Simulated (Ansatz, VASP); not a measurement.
## Two plane-wave programs on Ag

```
Ag
1.0
     0.00000    2.07885    2.04310
     2.04310    0.00000    2.04310
     2.04310    2.07885    0.00000
Ag
1
Cartesian
  0.0000 0.0000 0.0000
```

Change from the starting cell: strain +0.0175 x Voigt [0, 1, 0, 0, 0, 0], atoms carried along.

Alike in both runs: task single point; functional PBEsol; k mesh 20 × 20 × 20; occupations gaussian, width 0.15 eV; no spin polarisation.

|  | VASP | Ansatz |
| --- | --- | --- |
| version | VASP 6.6.1 | Ansatz 0.2.0 |
| potentials or method | VASP PAW PBE potentials, release 64 (Ag), cutoff 520 eV | scalar-relativistic, plane waves, PAW |
| valence electrons in the cell | 11 | 19 |

```tsv
	VASP	Ansatz	Ansatz less VASP
gap on the k mesh at the Fermi level (eV)	none	none	-
pressure (GPa)	-4.5	-4.3	+0.18
traceless stress, the component that is largest in VASP (GPa)	-0.45	-0.46	-0.003
```

VASP's potentials were made for PBE, not for PBEsol. A gap of «none» marks a metal or a gap that the smearing closes. With one functional, cell and mesh, what is left measures potentials, basis and numerics. VASP's potentials hold 11 valence electrons a cell and Ansatz's 19, so a difference there can come from the potentials and not from the codes.
